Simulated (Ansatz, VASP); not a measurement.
**Ga in VASP and in Ansatz**

The input INCAR:

```
SYSTEM = Ga
PREC = Accurate
ENCUT = 520
EDIFF = 1E-6
ISMEAR = 0
SIGMA = 0.15
LREAL = .False.
LASPH = .True.
NELM = 80
ALGO = Fast
ISIF = 2
LWAVE = .False.
LCHARG = .True.
GGA = PS
LELF = .True.
LVHAR = .True.
NBANDS = 20
```

The input KPOINTS:

```
Automatic mesh
0
Gamma
  18 18 16
  0 0 0
```

The input POSCAR:

```
Ga
1.0
    1.4427500000     -4.0446750000      0.0000000000
    1.4427500000      4.0446750000      0.0000000000
    0.0000000000      0.0000000000      3.1700000000
Ga
2
Direct
    0.8670000000      0.1330000000      0.2500000000
    0.1330000000      0.8670000000      0.7500000000
```

Input for Ansatz:

```yaml
crystal:
  lattice:
    - [1.44275, -4.044675, 0.0]
    - [1.44275, 4.044675, 0.0]
    - [0.0, 0.0, 3.17]
  atoms:
    - { symbol: Ga, position: [0.867, 0.133, 0.25] }
    - { symbol: Ga, position: [0.133, 0.867, 0.75] }
basis:
  ecutwfc: 420
kpoints:
  mp_grid: { grid: [18, 18, 16] }
hamiltonian:
  xc: pbesol
scf:
  occupations: { method: gaussian, width: 0.15 }
output:
  forces: true
  stress: true
  eigenvalues: true
```

Change from the starting cell: strain -0.0050 x Voigt [1, 1, 0, 0, 0, 0], atoms carried along.

Alike in both runs: task single point; functional PBEsol; k mesh 18 × 18 × 16; occupations gaussian, width 0.15 eV; no spin polarisation.

|  | VASP | Ansatz |
| --- | --- | --- |
| version | VASP 6.6.1 | Ansatz 0.2.0 |
| potentials or method | VASP PAW PBE potentials, release 64 (Ga_d), cutoff 520 eV | scalar-relativistic, plane waves, PAW |
| valence electrons in the cell | 26 | 26 |

|  | VASP | Ansatz | Ansatz less VASP |
| --- | --- | --- | --- |
| gap on the k mesh at the Fermi level (eV) | none | none | - |
| pressure (GPa) | -1.4 | -1.4 | -0.02 |
| traceless stress, the component that is largest in VASP (GPa) | -1.96 | -1.96 | +0.001 |
| rms of the force components (eV/Å) | 0.118 | 0.118 | -0.0001 |

VASP's potentials were made for PBE, not for PBEsol. Atom by atom the forces differ by 0.000 eV/Å (rms over components). A gap of «none» marks a metal or a gap that the smearing closes. The functional is the same, so the differences come from potentials, cutoffs and numerics.
